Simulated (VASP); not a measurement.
A run of VASP 6.6.1 is set up as follows.

The input POSCAR:

```
Co
1.0
    2.4720836753      0.0000000000      0.0000000000
   -1.2360418377      2.1408872631      0.0000000000
    0.0000000000      0.0000000000      4.0231816273
Co
2
Direct
    0.3333333333      0.6666666667      0.2500000000
    0.6666666667      0.3333333333      0.7500000000
```

File INCAR.step1:

```
SYSTEM = Co
PREC = Accurate
ENCUT = 520
ISMEAR = -1
SIGMA = 0.1
LREAL = .False.
LASPH = .True.
NELM = 150
ISPIN = 2
MAGMOM = 1.7 1.7
LMAXMIX = 4
NBANDS = 20
GGA = PE
ALGO = Normal
EDIFF = 1E-4
LWAVE = .True.
LCHARG = .False.
```

INCAR.step2

```
SYSTEM = Co
PREC = Accurate
ENCUT = 520
EDIFF = 1E-6
ISMEAR = -1
SIGMA = 0.1
LREAL = .False.
LASPH = .True.
NELM = 150
ALGO = Normal
ISIF = 2
LWAVE = .False.
LCHARG = .False.
ISPIN = 2
MAGMOM = 1.7 1.7
LORBIT = 11
LMAXMIX = 4
METAGGA = R2SCAN
LMIXTAU = .True.
NBANDS = 20
ISTART = 1
```

File KPOINTS:

```
Automatic mesh
0
Gamma
  20 20 11
  0 0 0
```

Potentials or basis: VASP PAW PBE potentials, release 64 (Co).

The run is started by

```sh
$ cat potpaw_PBE.64/Co/POTCAR > POTCAR
$ cp INCAR.step1 INCAR
$ mpirun -np 1 vasp_std > vasp.out
$ cp INCAR.step2 INCAR
$ mpirun -np 1 vasp_std > vasp.out
```

Q: Predict the site moments.

A: Co +1.81 μB.

Q: Predict the net moment.

A: 3.51 μB per cell.

Q: Estimate the pressure.

A: -0.1 GPa.

Stress tensor (GPa, compression positive):
```
-0.05  0.00  0.00
 0.00 -0.05  0.00
 0.00  0.00 -0.23
```

Caveat: the PAW data sets were made with another functional, which shifts forces and pressure a little.
